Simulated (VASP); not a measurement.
# KPt (P-6m2) in VASP: further runs

The runs below take KPt through single point, with PBE.

Everything below comes from runs of VASP 6.6.1. Logs are shortened: lines on timing, memory, paths and dates and some standing lists are left out, and cuts for length are marked.

## Step 1: The cell of the first run

The structure is hexagonal, space group P-6m2 (No. 187). The conventional cell has a = 2.950 Å, b = 2.950 Å, c = 5.255 Å, α = 90.00°, β = 90.00°, γ = 120.00°. K (site symmetry -6m2) has 6 K at 2.95 Å and 6 Pt at 3.13 Å within 3.9 Å. Pt (site symmetry -6m2) has 6 Pt at 2.95 Å and 6 K at 3.13 Å within 3.9 Å.

## Step 2: Single point, PBE

The input, INCAR:

```
SYSTEM = KPt
PREC = Accurate
ENCUT = 520
EDIFF = 1E-6
ISMEAR = -1
SIGMA = 0.1
LREAL = .False.
LASPH = .True.
NELM = 100
ALGO = Normal
ISIF = 2
LWAVE = .False.
LCHARG = .False.
GGA = PE
NBANDS = 16
```

The input, KPOINTS:

```
regular mesh
0
Gamma
  11 11 6
  0 0 0
```

The input, POSCAR:

```
KPt
1.0
    2.9499753588      0.0000000000      0.0000000000
   -1.4749881709      2.5547538619      0.0000000000
    0.0000000000      0.0000000000      5.2549574765
K Pt
1 1
Direct
    0.3333333333      0.6666666667      0.5000000000
    0.0000000000      0.0000000000      0.0000000000
```

Potentials or basis: VASP PAW PBE potentials, release 64 (K_sv, Pt).

The run is started by

```console
$ cat potpaw_PBE.64/K_sv/POTCAR potpaw_PBE.64/Pt/POTCAR > POTCAR
$ mpirun -np 1 vasp_std > vasp.out
```

OUTCAR:

```text
SYSTEM = KPt
   PREC = Accurate
   ENCUT = 520
   EDIFF = 1E-6
   ISMEAR = -1
   LREAL = .False.
   LASPH = .True.
   NELM = 100
   ISIF = 2
   GGA = PE

 ion  position               nearest neighbor table
   1  0.333  0.667  0.500-   2 3.13   2 3.13   2 3.13   2 3.13   2 3.13   2 3.13
   2  0.000  0.000  0.000-   1 3.13   1 3.13   1 3.13   1 3.13   1 3.13   1 3.13

  LATTYP: Found a hexagonal cell.
 ALAT       =     2.9499753588
 C/A-ratio  =     1.7813563970

  Lattice vectors:

 A1 = (   2.9499753588,   0.0000000000,   0.0000000000)
 A2 = (  -1.4749881709,   2.5547538619,   0.0000000000)
 A3 = (   0.0000000000,   0.0000000000,   5.2549574765)

Analysis of symmetry for initial positions (statically):
=====================================================================
 Subroutine PRICEL returns:
 Original cell was already a primitive cell.

 Routine SETGRP: Setting up the symmetry group for a
 hexagonal supercell.

 Subroutine GETGRP returns: Found 12 space group operations
 (whereof 12 operations were pure point group operations)
 out of a pool of 24 trial point group operations.

The static configuration has the point symmetry D_3h.

Analysis of symmetry for dynamics (positions and initial velocities):
=====================================================================
 Subroutine PRICEL returns:
 Original cell was already a primitive cell.

 Routine SETGRP: Setting up the symmetry group for a
 hexagonal supercell.

 Subroutine GETGRP returns: Found 12 space group operations
 (whereof 12 operations were pure point group operations)
 out of a pool of 24 trial point group operations.

The dynamic configuration has the point symmetry D_3h.

 Subroutine INISYM returns: Found 12 space group operations
 (whereof 12 operations are pure point group operations),
 and found     1 'primitive' translations

----------------------------------------------------------------------------------------

                                     Primitive cell

  volume of cell :      39.6038

  direct lattice vectors                    reciprocal lattice vectors
     2.949975359  0.000000000  0.000000000     0.338985882  0.195713636  0.000000000
    -1.474988171  2.554753862  0.000000000     0.000000000  0.391427141  0.000000000
     0.000000000  0.000000000  5.254957476     0.000000000  0.000000000  0.190296497

  length of vectors
     2.949975359  2.949975830  5.254957476     0.391427204  0.391427141  0.190296497

  position of ions in fractional coordinates (direct lattice)
     0.333333333  0.666666667  0.500000000
     0.000000000  0.000000000  0.000000000

  ion indices of the primitive-cell ions
   primitive index   ion index
                 1           1
                 2           2

----------------------------------------------------------------------------------------

 KPOINTS: regular mesh

Automatic generation of k-mesh.
 Grid dimensions read from file:
 generate k-points for:   11   11    6

 Generating k-lattice:

  Cartesian coordinates                     Fractional coordinates (reciprocal lattice)
     0.030816898  0.017792149  0.000000000     0.090909091  0.000000000  0.000000000
     0.000000000  0.035584286  0.000000000     0.000000000  0.090909091  0.000000000
     0.000000000  0.000000000  0.031716083     0.000000000  0.000000000  0.166666667

  Length of vectors
     0.035584291  0.035584286  0.031716083

  Shift w.r.t. Gamma in fractional coordinates (k-lattice)
     0.000000000  0.000000000  0.000000000

 Subroutine IBZKPT returns following result:
 ===========================================

 Found     64 irreducible k-points:

 Following reciprocal coordinates:
            Coordinates               Weight
  0.000000  0.000000  0.000000      1.000000
  0.090909  0.000000  0.000000      6.000000
  0.181818  0.000000  0.000000      6.000000
  0.272727  0.000000  0.000000      6.000000
  0.363636  0.000000  0.000000      6.000000
  0.454545  0.000000  0.000000      6.000000
[... 16 lines left out ...]
  0.090909  0.090909  0.166667     12.000000
  0.181818  0.090909  0.166667     24.000000
 [... further k-points ...]
   k-points           NKPTS =     64   k-points in BZ     NKDIM =     64   number of bands    NBANDS=     16
   number of dos      NEDOS =    301   number of ions     NIONS =      2
   total plane-waves  NPLWV =  23040
   dimension x,y,z NGX =    24 NGY =   24 NGZ =   40
   dimension x,y,z NGXF=    48 NGYF=   48 NGZF=   80
   ions per type =               1   1
   NGX,Y,Z   is equivalent  to a cutoff of  13.53, 13.53, 12.65 a.u.
   NGXF,Y,Z  is equivalent  to a cutoff of  27.05, 27.05, 25.31 a.u.
 SYSTEM =  KPt
   PREC   = accura    normal or accurate (medium, high low for compatibility)
   ISTART =      0    job   : 0-new  1-cont  2-samecut
   ICHARG =      2    charge: 1-file 2-atom 10-const
   ISPIN  =      1    spin polarized calculation?
   LNONCOLLINEAR =      F non collinear calculations
   LSORBIT =      F    spin-orbit coupling
   LASPH  =      T    aspherical Exc in radial PAW
   ENCUT  =  520.0 eV  38.22 Ry    6.18 a.u.   5.48  5.49  9.77*2*pi/ulx,y,z
   NELM   =    100;   NELMIN=  2; NELMDL= -5     # of ELM steps
   EDIFF  = 0.1E-05   stopping-criterion for ELM
   LREAL  =      F    real-space projection
   EDIFFG = 0.1E-04   stopping-criterion for IOM
   NSW    =      0    number of steps for IOM
   IBRION =     -1    ionic relax: 0-MD 1-quasi-New 2-CG
   NFREE  =      0    steps in history (QN), initial steepest desc. (CG)
   ISIF   =      2    stress and relaxation
   ISYM   =      2    0-nonsym 1-usesym 2-fastsym
   POTIM  = 0.5000    time-step for ionic-motion
   TEBEG  =    0.0;   TEEND  =   0.0 temperature during run
   PSTRESS=    0.0 pullay stress
   NELECT =      19.0000    total number of electrons
   NUPDOWN=      -1.0000    fix difference up-down
   EMIN   =  10.00;   EMAX   =-10.00  energy-range for DOS
   EFERMI =   0.00;   METHOD = LEGACY
   ISMEAR =    -1;   SIGMA  =   0.10  broadening in eV -4-tet -1-fermi 0-gaus
   EFERMI_NEDOS =   21; number of points for ismear=-14 and -15
   IALGO  =     38    algorithm
   IMIX   =      4    mixing-type and parameters
     AMIX     =   0.40;   BMIX     =  1.00
     AMIX_MAG =   1.60;   BMIX_MAG =  1.00
  volume/ion in A,a.u.               =      19.80       133.63
  Fermi-wavevector in a.u.,A,eV,Ry     =   1.281584  2.421843 22.346999  1.642458
  Thomas-Fermi vector in A             =   2.413946
   LORBIT       =      0    0 simple, 1 ext, 2 COOP (PROOUT), +10 PAW based schemes
   GGA     = PE    functional components
   LHFCALC =     F    Hartree Fock is set to
   AEXX    =    0.0000 exact exchange contribution
   IVDW    =     0    specifies the selected vdW correction
   LEPSILON=     F    determine dielectric tensor
   LRPA    =     F    only Hartree local field effects (RPA)
 non-spin polarized calculation
  energy-cutoff  :      520.00
  volume of cell :       39.60
 maximum number of plane-waves:      1100
 NGX is ok and might be reduce to    24
   NGX = 11   NGY = 11   NGZ = 19

 number of electron      18.9999998 magnetization

 Free energy of the ion-electron system (eV)
  ---------------------------------------------------
  ext. energy  EPLUGINS =         0.00000000
  ---------------------------------------------------
  free energy    TOTEN  =        -6.58345308 eV

  energy without entropy =       -6.56596455  energy(sigma->0) =       -6.57470881

 E-fermi :   6.0063     XC(G=0): -10.8800

 val. band max:        5.6883941494   @ k =   0.1818   0.1818   0.5000
 cond. band min:       6.0089715730   @ k =   0.0909   0.0000   0.3333
 fundamental gap:      0.3205774236
 Fermi energy:         6.0062986734

 k-point     1 :       0.0000    0.0000    0.0000
  band No.  band energies     occupation
      1     -26.4657      2.00000
      2      -9.7234      2.00000
      3      -8.6649      2.00000
      4      -8.6649      2.00000
      5      -0.7303      2.00000
      6       2.5041      2.00000
[... 8 lines left out ...]
     15      15.2056      0.00000
     16      15.2056      0.00000

 k-point     2 :       0.0909    0.0000    0.0000
  band No.  band energies     occupation
      1     -26.4241      2.00000
      2      -9.6829      2.00000
      3      -8.8920      2.00000
      4      -8.7098      2.00000
      5      -0.4592      2.00000
      6       2.6231      2.00000
[... 8 lines left out ...]
     15      15.0525      0.00000
     16      15.1211      0.00000

 k-point     3 :       0.1818    0.0000    0.0000
  band No.  band energies     occupation
      1     -26.3101      2.00000
      2      -9.5717      2.00000
      3      -9.4668      2.00000
      4      -8.8277      2.00000
      5       0.2854      2.00000
      6       2.8632      2.00000
[... 8 lines left out ...]
     15      14.9058      0.00000
     16      14.9571      0.00000

 k-point     4 :       0.2727    0.0000    0.0000
  band No.  band energies     occupation
      1     -26.1554      2.00000
      2     -10.1621      2.00000
      3      -9.4209      2.00000
      4      -8.9770      2.00000
      5       1.1506      2.00000
      6       2.9888      2.00000
[... 8 lines left out ...]
     15      14.6448      0.00000
     16      15.2871      0.00000
[... 324 lines left out ...]
 k-point    22 :       0.4545    0.0000    0.1667
  band No.  band energies     occupation
      1     -25.9159      2.00000
      2     -11.0951      2.00000
      3      -9.1876      2.00000
      4      -9.1870      2.00000
      5       1.3418      2.00000
      6       2.4769      2.00000
[... 8 lines left out ...]
     15      14.8434      0.00000
     16      15.4325      0.00000

 k-point    23 :       0.0909    0.0909    0.1667
  band No.  band energies     occupation
      1     -26.3456      2.00000
      2      -9.6294      2.00000
      3      -9.2743      2.00000
      4      -8.8077      2.00000
      5       0.1851      2.00000
      6       2.8930      2.00000
[... 8 lines left out ...]
     15      14.3707      0.00000
     16      14.8539      0.00000

 k-point    24 :       0.1818    0.0909    0.1667
  band No.  band energies     occupation
      1     -26.2111      2.00000
      2      -9.8707      2.00000
      3      -9.4898      2.00000
      4      -8.9801      2.00000
      5       1.0439      2.00000
      6       2.9182      2.00000
[... 8 lines left out ...]
     15      13.9703      0.00000
     16      14.5722      0.00000

 [... further k-points ...]
[... 5 lines left out ...]
  --------------------------------------------------------------------------------------
  -------------------------------------------------------------------------------------
  Total        0.8919206      0.8919208      1.2291191     -0.0000002     -0.0000000      0.0000000
  in kB       36.0827913     36.0827987     49.7242116     -0.0000069     -0.0000000      0.0000000
  external PRESSURE =      40.6299339 kB  Pullay stress =       0.0000000 kB

 VOLUME and BASIS-vectors are now :
 -----------------------------------------------------------------------------
  energy-cutoff  :      520.00
  volume of cell :       39.60
      direct lattice vectors                 reciprocal lattice vectors
     2.949975359  0.000000000  0.000000000     0.338985882  0.195713636  0.000000000
    -1.474988171  2.554753862  0.000000000     0.000000000  0.391427141  0.000000000
     0.000000000  0.000000000  5.254957476     0.000000000  0.000000000  0.190296497

 POSITION                                       TOTAL-FORCE (eV/Angst)
 -----------------------------------------------------------------------------------
     -0.00000      1.70317      2.62748        -0.000000      0.000000      0.000000
      0.00000      0.00000      0.00000         0.000000     -0.000000      0.000000
 -----------------------------------------------------------------------------------
    total drift:                                0.000000     -0.000000     -0.000000

  FREE ENERGIE OF THE ION-ELECTRON SYSTEM (eV)
  ---------------------------------------------------
  free  energy   TOTEN  =        -6.5834530754 eV

  energy  without entropy=       -6.5659645457  energy(sigma->0) =       -6.57470881
```

It took 16 s on 1 thread of Intel Xeon Platinum 8488C (Sapphire Rapids), shared host; peak memory 0.19 GiB.

Results:

```
Free energy : -6.5835 eV
Pressure    : 4.1 GPa
```

Levels at points of the mesh, in eV from the Fermi level:
| k point | band 8 | band 9 | band 10 | band 11 | band 12 | band 13 |
| --- | --- | --- | --- | --- | --- | --- |
| (0.00, 0.00, 0.00) | -2.50 | -1.04 | -1.04 | 1.72 | 2.01 | 5.66 |
| (0.00, 0.00, 0.50) | -2.51 | -1.38 | -1.05 | -1.05 | 2.82 | 5.81 |

Caveat: spin-orbit coupling is left out, which moves the levels of the heavy elements.

[end of part 1 of 2]
